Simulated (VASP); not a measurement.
# Pd (Fm-3m) in VASP: single point with LDA

Aim: the single point of Pd with LDA.

Everything below comes from runs of VASP 6.6.1. Logs are shortened: lines on timing, memory, paths and dates and some standing lists are left out, and cuts for length are marked.

## Step 1: The cell of the first run

It takes space group Fm-3m (No. 225, cubic). Conventional cell: a = 3.840 Å, b = 3.840 Å, c = 3.840 Å, α = 90.00°, β = 90.00°, γ = 90.00°. Within 3.6 Å of Pd (site symmetry m-3m) lie 12 Pd at 2.72 Å.

## Step 2: Single point, LDA

Input file INCAR:

```
SYSTEM = Pd
ALGO = Normal
EDIFF = 1E-6
ENCUT = 520
ISIF = 2
ISMEAR = -1
LASPH = .TRUE.
LCHARG = .FALSE.
LREAL = .FALSE.
LWAVE = .FALSE.
NBANDS = 22
NELM = 60
PREC = Accurate
SIGMA = 0.05
```

Input file KPOINTS:

```
k-points
0
G
  15 15 6
  0 0 0
```

Input file POSCAR:

```
Pd
1.0
    0.0000000000      1.9201213553     -1.9201213553
   -1.9201213553      0.0000000000      1.9201213553
    3.8402427106      3.8402427106      3.8402427106
Pd
3
Direct
    0.0000000000      0.0000000000      0.0000000000
    0.3333333330      0.6666666670      0.3333333330
    0.6666666670      0.3333333330      0.6666666670
```

Potentials or basis: VASP PAW LDA potentials, release 64 (Pd).

Started as:

```console
$ cat potpaw_LDA.64/Pd/POTCAR > POTCAR
$ mpirun -np 1 vasp_std > vasp.out
```

OUTCAR:

```text
SYSTEM = Pd
   EDIFF = 1E-6
   ENCUT = 520
   ISIF = 2
   ISMEAR = -1
   LASPH = .TRUE.
   LREAL = .FALSE.
   NELM = 60
   PREC = Accurate

 ion  position               nearest neighbor table
   1  0.000  0.000  0.000-   2 2.72   3 2.72   3 2.72   2 2.72   3 2.72   2 2.72
   2  0.333  0.667  0.333-   1 2.72   1 2.72   1 2.72   3 2.72   3 2.72   3 2.72
   3  0.667  0.333  0.667-   1 2.72   1 2.72   1 2.72   2 2.72   2 2.72   2 2.72

  LATTYP: Found a hexagonal cell.
 ALAT       =     2.7154616621
 C/A-ratio  =     2.4494897428

  Lattice vectors:

 A1 = (   0.0000000000,   1.9201213553,  -1.9201213553)
 A2 = (  -1.9201213553,   0.0000000000,   1.9201213553)
 A3 = (   3.8402427106,   3.8402427106,   3.8402427106)

Analysis of symmetry for initial positions (statically):
=====================================================================
 Subroutine PRICEL returns following result:

  LATTYP: Found a face centered cubic cell.
 ALAT       =     3.8402427068

  Lattice vectors:

 A1 = (   1.9201213534,   1.9201213534,   0.0000000000)
 A2 = (  -0.0000000019,   1.9201213534,   1.9201213553)
 A3 = (   1.9201213591,   0.0000000038,   1.9201213553)

   3 primitive cells build up your supercell.

 Routine SETGRP: Setting up the symmetry group for a
 hexagonal supercell.

 Subroutine GETGRP returns: Found 12 space group operations
 (whereof 12 operations were pure point group operations)
 out of a pool of 24 trial point group operations.

The static configuration has the point symmetry D_3d.

Analysis of symmetry for dynamics (positions and initial velocities):
=====================================================================
 Subroutine PRICEL returns following result:

  LATTYP: Found a face centered cubic cell.
 ALAT       =     3.8402427068

  Lattice vectors:

 A1 = (   1.9201213534,   1.9201213534,   0.0000000000)
 A2 = (  -0.0000000019,   1.9201213534,   1.9201213553)
 A3 = (   1.9201213591,   0.0000000038,   1.9201213553)

   3 primitive cells build up your supercell.

 Routine SETGRP: Setting up the symmetry group for a
 hexagonal supercell.

 Subroutine GETGRP returns: Found 12 space group operations
 (whereof 12 operations were pure point group operations)
 out of a pool of 24 trial point group operations.

The dynamic configuration has the point symmetry D_3d.

 Subroutine INISYM returns: Found 12 space group operations
 (whereof 12 operations are pure point group operations),
 and found     3 'primitive' translations

----------------------------------------------------------------------------------------

                                     Primitive cell

  volume of cell :      14.1585

  direct lattice vectors                    reciprocal lattice vectors
     1.920121353  1.920121353  0.000000000     0.260400207  0.260400209 -0.260400208
    -0.000000002  1.920121353  1.920121355    -0.260400208  0.260400208  0.260400208
     1.920121359  0.000000004  1.920121355     0.260400208 -0.260400208  0.260400208

  length of vectors
     2.715461659  2.715461661  2.715461665     0.451026391  0.451026390  0.451026390

  position of ions in fractional coordinates (direct lattice)
     0.000000000  0.000000000  0.000000000

  ion indices of the primitive-cell ions
   primitive index   ion index
                 1           1

----------------------------------------------------------------------------------------

 KPOINTS: k-points

Automatic generation of k-mesh.
 Grid dimensions read from file:
 generate k-points for:   15   15    6

 Generating k-lattice:

  Cartesian coordinates                     Fractional coordinates (reciprocal lattice)
    -0.011573343  0.023146685 -0.011573343     0.066666667  0.000000000  0.000000000
    -0.023146685  0.011573343  0.011573343     0.000000000  0.066666667  0.000000000
     0.014466678  0.014466678  0.014466678     0.000000000  0.000000000  0.166666667

  Length of vectors
     0.028348784  0.028348784  0.025057022

  Shift w.r.t. Gamma in fractional coordinates (k-lattice)
     0.000000000  0.000000000  0.000000000

 Subroutine IBZKPT returns following result:
 ===========================================

 Found    146 irreducible k-points:

 Following reciprocal coordinates:
            Coordinates               Weight
  0.000000  0.000000  0.000000      1.000000
  0.066667  0.000000  0.000000      6.000000
  0.133333  0.000000  0.000000      6.000000
  0.200000  0.000000  0.000000      6.000000
  0.266667  0.000000  0.000000      6.000000
  0.333333  0.000000  0.000000      6.000000
[... 16 lines left out ...]
  0.333333  0.200000  0.000000     12.000000
  0.400000  0.200000  0.000000      6.000000
 [... further k-points ...]
   k-points           NKPTS =    146   k-points in BZ     NKDIM =    146   number of bands    NBANDS=     22
   number of dos      NEDOS =    301   number of ions     NIONS =      3
   total plane-waves  NPLWV =  20000
   dimension x,y,z NGX =    20 NGY =   20 NGZ =   50
   dimension x,y,z NGXF=    40 NGYF=   40 NGZF=  100
   ions per type =               3
   NGX,Y,Z   is equivalent  to a cutoff of  12.24, 12.24, 12.50 a.u.
   NGXF,Y,Z  is equivalent  to a cutoff of  24.49, 24.49, 24.99 a.u.
 SYSTEM =  Pd
   PREC   = accura    normal or accurate (medium, high low for compatibility)
   ISTART =      0    job   : 0-new  1-cont  2-samecut
   ICHARG =      2    charge: 1-file 2-atom 10-const
   ISPIN  =      1    spin polarized calculation?
   LNONCOLLINEAR =      F non collinear calculations
   LSORBIT =      F    spin-orbit coupling
   LASPH  =      T    aspherical Exc in radial PAW
   ENCUT  =  520.0 eV  38.22 Ry    6.18 a.u.   5.05  5.05 12.37*2*pi/ulx,y,z
   NELM   =     60;   NELMIN=  2; NELMDL= -5     # of ELM steps
   EDIFF  = 0.1E-05   stopping-criterion for ELM
   LREAL  =      F    real-space projection
   EDIFFG = 0.1E-04   stopping-criterion for IOM
   NSW    =      0    number of steps for IOM
   IBRION =     -1    ionic relax: 0-MD 1-quasi-New 2-CG
   NFREE  =      0    steps in history (QN), initial steepest desc. (CG)
   ISIF   =      2    stress and relaxation
   ISYM   =      2    0-nonsym 1-usesym 2-fastsym
   POTIM  = 0.5000    time-step for ionic-motion
   TEBEG  =    0.0;   TEEND  =   0.0 temperature during run
   PSTRESS=    0.0 pullay stress
   NELECT =      30.0000    total number of electrons
   NUPDOWN=      -1.0000    fix difference up-down
   EMIN   =  10.00;   EMAX   =-10.00  energy-range for DOS
   EFERMI =   0.00;   METHOD = LEGACY
   ISMEAR =    -1;   SIGMA  =   0.05  broadening in eV -4-tet -1-fermi 0-gaus
   EFERMI_NEDOS =   21; number of points for ismear=-14 and -15
   IALGO  =     38    algorithm
   IMIX   =      4    mixing-type and parameters
     AMIX     =   0.40;   BMIX     =  1.00
     AMIX_MAG =   1.60;   BMIX_MAG =  1.00
  volume/ion in A,a.u.               =      14.16        95.55
  Fermi-wavevector in a.u.,A,eV,Ry     =   1.457928  2.755085 28.919929  2.125555
  Thomas-Fermi vector in A             =   2.574672
   LORBIT       =      0    0 simple, 1 ext, 2 COOP (PROOUT), +10 PAW based schemes
   GGA     = CA    functional components
   LHFCALC =     F    Hartree Fock is set to
   AEXX    =    0.0000 exact exchange contribution
   IVDW    =     0    specifies the selected vdW correction
   LEPSILON=     F    determine dielectric tensor
   LRPA    =     F    only Hartree local field effects (RPA)
 non-spin polarized calculation
  energy-cutoff  :      520.00
  volume of cell :       42.48
 maximum number of plane-waves:      1161
   NGX = 11   NGY = 11   NGZ = 25

 number of electron      30.0000001 magnetization

 Free energy of the ion-electron system (eV)
  ---------------------------------------------------
  ext. energy  EPLUGINS =         0.00000000
  ---------------------------------------------------
  free energy    TOTEN  =       -19.51989832 eV

  energy without entropy =      -19.46794773  energy(sigma->0) =      -19.49392302

 E-fermi :  10.3123     XC(G=0): -13.7690

 val. band max:       10.3121487351   @ k =   0.0000   0.4667   0.1667
 cond. band min:      10.3129444861   @ k =   0.2667   0.0000   0.0000
 fundamental gap:      0.0007957510
 Fermi energy:        10.3122780828

 k-point     1 :       0.0000    0.0000    0.0000
  band No.  band energies     occupation
      1       2.7502      2.00000
      2       4.7405      2.00000
      3       4.7405      2.00000
      4       7.2429      2.00000
      5       7.2449      2.00000
      6       7.2449      2.00000
[... 14 lines left out ...]
     21      27.4484      0.00000
     22      27.8310      0.00000

 k-point     2 :       0.0667    0.0000    0.0000
  band No.  band energies     occupation
      1       2.8993      2.00000
      2       4.8599      2.00000
      3       4.8710      2.00000
      4       7.1805      2.00000
      5       7.2984      2.00000
      6       7.3054      2.00000
[... 14 lines left out ...]
     21      27.6232      0.00000
     22      27.8627      0.00000

 k-point     3 :       0.1333    0.0000    0.0000
  band No.  band energies     occupation
      1       3.3268      2.00000
      2       5.1417      2.00000
      3       5.2525      2.00000
      4       7.0149      2.00000
      5       7.0632      2.00000
      6       7.1262      2.00000
[... 14 lines left out ...]
     21      27.2388      0.00000
     22      28.0458      0.00000

 k-point     4 :       0.2000    0.0000    0.0000
  band No.  band energies     occupation
      1       3.9582      2.00000
      2       5.3423      2.00000
      3       5.8142      2.00000
      4       6.3511      2.00000
      5       6.7447      2.00000
      6       6.8302      2.00000
[... 14 lines left out ...]
     21      25.2308      0.00000
     22      27.6553      0.00000

 k-point     5 :       0.2667    0.0000    0.0000
  band No.  band energies     occupation
      1       4.6147      2.00000
      2       5.2499      2.00000
      3       5.7194      2.00000
      4       6.1052      2.00000
      5       6.6296      2.00000
      6       6.7769      2.00000
[... 417 lines left out ...]
 k-point    22 :       0.2667    0.2000    0.0000
  band No.  band energies     occupation
      1       5.3116      2.00000
      2       5.6466      2.00000
      3       5.7241      2.00000
      4       5.9254      2.00000
      5       6.1970      2.00000
      6       6.6330      2.00000
[... 14 lines left out ...]
     21      23.1933      0.00000
     22      23.7512      0.00000

 k-point    23 :       0.3333    0.2000    0.0000
  band No.  band energies     occupation
      1       5.0867      2.00000
      2       5.5537      2.00000
      3       5.7039      2.00000
      4       5.8875      2.00000
      5       6.3103      2.00000
      6       6.6551      2.00000
[... 14 lines left out ...]
     21      21.1354      0.00000
     22      22.2094      0.00000

 k-point    24 :       0.4000    0.2000    0.0000
  band No.  band energies     occupation
      1       5.0102      2.00000
      2       5.4946      2.00000
      3       5.7961      2.00000
      4       5.7961      2.00000
      5       6.4473      2.00000
      6       6.4473      2.00000
[... 14 lines left out ...]
     21      19.7834      0.00000
     22      21.5071      0.00000

 [... further k-points ...]
[... 5 lines left out ...]
  --------------------------------------------------------------------------------------
  -------------------------------------------------------------------------------------
  Total        0.0202604      0.0202604      0.0202604      0.0007432      0.0007432      0.0007432
  in kB        0.7642236      0.7642236      0.7642236      0.0280325      0.0280325      0.0280325
  external PRESSURE =       0.7642236 kB  Pullay stress =       0.0000000 kB

 VOLUME and BASIS-vectors are now :
 -----------------------------------------------------------------------------
  energy-cutoff  :      520.00
  volume of cell :       42.48
      direct lattice vectors                 reciprocal lattice vectors
     0.000000000  1.920121355 -1.920121355    -0.173600139  0.347200277 -0.173600139
    -1.920121355  0.000000000  1.920121355    -0.347200277  0.173600139  0.173600139
     3.840242711  3.840242711  3.840242711     0.086800069  0.086800069  0.086800069

 POSITION                                       TOTAL-FORCE (eV/Angst)
 -----------------------------------------------------------------------------------
      0.00000      0.00000      0.00000        -0.000000     -0.000000      0.000000
     -0.00000      1.92012      1.92012         0.000000      0.000000     -0.000000
      1.92012      3.84024      1.92012         0.000000      0.000000      0.000000
 -----------------------------------------------------------------------------------
    total drift:                               -0.000000     -0.000000      0.000000

  FREE ENERGIE OF THE ION-ELECTRON SYSTEM (eV)
  ---------------------------------------------------
  free  energy   TOTEN  =       -19.5198983209 eV

  energy  without entropy=      -19.4679477271  energy(sigma->0) =      -19.49392302
```

Wall time 49 s (1 thread of AMD EPYC 9R45 (Zen 5), shared host); peak memory 0.19 GiB.

Results:

```
Free energy            : -19.5199 eV
Pressure               : 0.1 GPa
Band gap on the k mesh : zero (bands 15 and 16 overlap by 1.29 eV)
```
